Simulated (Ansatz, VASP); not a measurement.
# Two plane-wave programs on SiNi2

POSCAR

```
SiNi2
1.0
    3.7534591383      0.0000000000      0.0000000000
   -1.8767295691      3.2505909658      0.0000000000
    0.0000000000      0.0000000000      5.0007133382
Si Ni
2 4
Direct
    0.3333333333      0.6666666667      0.7500000000
    0.6666666667      0.3333333333      0.2500000000
    0.0000000000      0.0000000000      0.0000000000
    0.0000000000      0.0000000000      0.5000000000
    0.3333333333      0.6666666667      0.2500000000
    0.6666666667      0.3333333333      0.7500000000
```

File INCAR.step1:

```
PREC     = Accurate       # precision mode
ENCUT    = 520            # plane-wave cutoff, eV
ISMEAR   = 0              # smearing method
SIGMA    = 0.15           # smearing width, eV
LREAL    = F              # projectors in reciprocal space
LASPH    = T              # aspherical terms in the spheres
NELM     = 100            # most SCF steps
NBANDS   = 33             # bands
GGA      = PE             # functional
ALGO     = Normal         # electronic algorithm
EDIFF    = 1E-4           # SCF threshold, eV
LWAVE    = T              # write WAVECAR
LCHARG   = F              # write CHGCAR
```

The input INCAR.step2:

```
PREC     = Accurate       # precision mode
ENCUT    = 520            # plane-wave cutoff, eV
EDIFF    = 1E-6           # SCF threshold, eV
ISMEAR   = 0              # smearing method
SIGMA    = 0.15           # smearing width, eV
LREAL    = F              # projectors in reciprocal space
LASPH    = T              # aspherical terms in the spheres
NELM     = 100            # most SCF steps
ALGO     = Normal         # electronic algorithm
ISIF     = 2              # what is computed and relaxed
LWAVE    = F              # write WAVECAR
LCHARG   = T              # write CHGCAR
METAGGA  = R2SCAN         # meta-GGA
LMIXTAU  = T            
LELF     = T              # ELF
LVHAR    = T            
NBANDS   = 33             # bands
ISTART   = 1
```

Contents of KPOINTS:

```
Automatic mesh
0
Gamma
  12 12 10
```

Input for Ansatz:

```yaml
crystal:
  lattice:
    - [3.7534591383, 0.0, 0.0]
    - [-1.8767295691, 3.2505909658, 0.0]
    - [0.0, 0.0, 5.0007133382]
  atoms:
    - { symbol: Si, position: [0.3333333333, 0.6666666667, 0.75] }
    - { symbol: Si, position: [0.6666666667, 0.3333333333, 0.25] }
    - { symbol: Ni, position: [0.0, 0.0, 0.0] }
    - { symbol: Ni, position: [0.0, 0.0, 0.5] }
    - { symbol: Ni, position: [0.3333333333, 0.6666666667, 0.25] }
    - { symbol: Ni, position: [0.6666666667, 0.3333333333, 0.75] }
basis:
  ecutwfc: 500
kpoints:
  mp_grid: { grid: [12, 12, 10] }
hamiltonian:
  xc: r2scan
scf:
  occupations: { method: gaussian, width: 0.15 }
output:
  forces: true
  stress: true
  eigenvalues: true
  write_density: true
  write_potential: true
  elf: true
  volumetric_format: npy
```

Change from the starting cell: strain -0.030 along x and y, +0.015 along z, atoms carried along.

Alike in both runs: task single point; functional r2SCAN; k mesh 12 × 12 × 10; occupations gaussian, width 0.15 eV; no spin polarisation.

|  | VASP | Ansatz |
| --- | --- | --- |
| version | VASP 6.6.1 | Ansatz 0.2.0 |
| potentials or method | VASP PAW PBE potentials, release 64 (Si, Ni), cutoff 520 eV | scalar-relativistic, plane waves, PAW |
| valence electrons in the cell | 48 | 80 |

|  | VASP | Ansatz | Ansatz less VASP |
| --- | --- | --- | --- |
| gap on the k mesh at the Fermi level (eV) | none | none | - |
| pressure (GPa) | 14.0 | 13.6 | -0.34 |
| traceless stress, the component that is largest in VASP (GPa) | -10.55 | -10.46 | +0.096 |

VASP's potentials were made for PBE, not for r2SCAN. A gap of «none» marks a metal or a gap that the smearing closes. VASP's potentials hold 48 valence electrons a cell and Ansatz's 80, so a difference there can come from the potentials and not from the codes.
